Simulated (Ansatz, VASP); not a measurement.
CaMg3S4 in VASP and in Ansatz

```
CELL_PARAMETERS angstrom
-2.72639 2.72639 5.36610
2.72639 -2.72639 5.36610
2.72639 2.72639 -5.36610
ATOMIC_POSITIONS crystal
Mg 0.75000 0.25000 0.50000
Mg 0.00000 0.00000 0.00000
Mg 0.25000 0.75000 0.50000
S 0.50000 0.00000 0.50000
S 0.76148 0.76148 0.00000
S 0.00000 0.50000 0.50000
S 0.23852 0.23852 0.00000
Ca 0.50000 0.50000 0.00000
```

Alike in both runs: task single point; functional PBE; k mesh 6 × 6 × 6; no spin polarisation.

|  | VASP | Ansatz |
| --- | --- | --- |
| version | VASP 6.6.1 | Ansatz 0.2.0 |
| potentials or method | VASP PAW PBE potentials, release 64 (Mg, S, Ca_sv) | plane waves, PAW |
| plane-wave cutoff (eV) | 520 | 420 |
| occupations | gaussian, width 0.01 eV | fixed |
| valence electrons in the cell | 40 | 64 |

|  | VASP | Ansatz | Ansatz less VASP |
| --- | --- | --- | --- |
| gap on the k mesh at the Fermi level (eV) | 2.33 | 2.36 | +0.023 |
| pressure (GPa) | -2.0 | -1.9 | +0.12 |
| rms of the force components (eV/Å) | 0.011 | 0.004 | -0.0062 |

VASP's potentials hold 40 valence electrons a cell and Ansatz's 64, so a difference there can come from the potentials and not from the codes.
